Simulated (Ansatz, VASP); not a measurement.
# TaN in VASP and in Ansatz

```
Ta N
1.0
     3.05000    0.00000    0.00000
    -1.52500    2.64138    0.00000
     0.00000    0.00000    4.94000
Ta N
2 2
Direct
  0.33333 0.66667 0.00000
  0.66667 0.33333 0.50000
  0.33333 0.66667 0.38500
  0.66667 0.33333 0.88500
```

Alike in both runs: task single point; functional PBE; k mesh 15 × 15 × 8; occupations gaussian, width 0.1 eV; no spin polarisation.

|  | VASP | Ansatz |
| --- | --- | --- |
| version | VASP 6.6.1 | Ansatz 0.2.0 |
| potentials or method | VASP PAW PBE potentials, release 64 (Ta_pv, N), cutoff 520 eV | scalar-relativistic, plane waves, PAW |
| valence electrons in the cell | 32 | 36 |

```tsv
	VASP	Ansatz	Ansatz less VASP
gap on the k mesh at the Fermi level (eV)	none	none	-
rms of the force components (eV/Å)	1.381	1.360	-0.0206
```

Atom by atom the forces differ by 0.021 eV/Å (rms over components). A gap of «none» marks a metal or a gap that the smearing closes. VASP's potentials hold 32 valence electrons a cell and Ansatz's 36, so a difference there can come from the potentials and not from the codes.

Neither program's run includes spin-orbit coupling.
